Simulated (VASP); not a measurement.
Input of a VASP 6.6.1 run:

INCAR

```
PREC     = Accurate       # precision mode
ENCUT    = 600            # plane-wave cutoff, eV
EDIFF    = 1E-7           # SCF threshold, eV
ISMEAR   = -1             # smearing method
SIGMA    = 0.1            # smearing width, eV
LREAL    = False          # projectors in reciprocal space
LASPH    = True           # aspherical terms in the spheres
NELM     = 100            # most SCF steps
ALGO     = Normal         # electronic algorithm
ISIF     = 3              # what is computed and relaxed
LWAVE    = False          # write WAVECAR
LCHARG   = False          # write CHGCAR
GGA      = PE             # functional
IBRION   = 2              # ionic algorithm
NSW      = 80             # ionic steps
EDIFFG   = -0.03          # ionic threshold
```

File KPOINTS:

```
regular mesh
0
Gamma
  12 12 11
```

POSCAR

```
WC
1.0
    2.8814810000      0.0000000000      0.0000000000
   -1.4407410000      2.4954380000      0.0000000000
    0.0000000000      0.0000000000      2.8132960000
W C
1 1
Direct
    0.0000000000      0.0000000000      0.0000000000
    0.6666700000      0.3333300000      0.5000000000
```

Potentials or basis: VASP PAW PBE potentials, release 64 (W_sv, C).

The run is started by

```bash
$ cat potpaw_PBE.64/W_sv/POTCAR potpaw_PBE.64/C/POTCAR > POTCAR
$ mpirun -np 1 vasp_std > vasp.out
```

Problem. Predict the space group after relaxing (to 0.05 Å).

Solution. P-6m2 (No. 187).

Problem. Estimate the relaxed volume.

Solution. 10.55 Å³/atom.

Problem. Estimate the relaxed cell.

Solution. a = 2.924 Å, b = 2.924 Å, c = 2.849 Å, α = 90.00°, β = 90.00°, γ = 120.00°.

Final structure:
```
W C
1.0
     2.92384    0.00000    0.00000
    -1.46192    2.53212    0.00000
     0.00000    0.00000    2.84868
W C
1 1
Cartesian
  -1.4619 2.5321 0.0000
  1.4619 0.8440 1.4243
```

 PBE usually gives volumes a little too large and moduli too small.
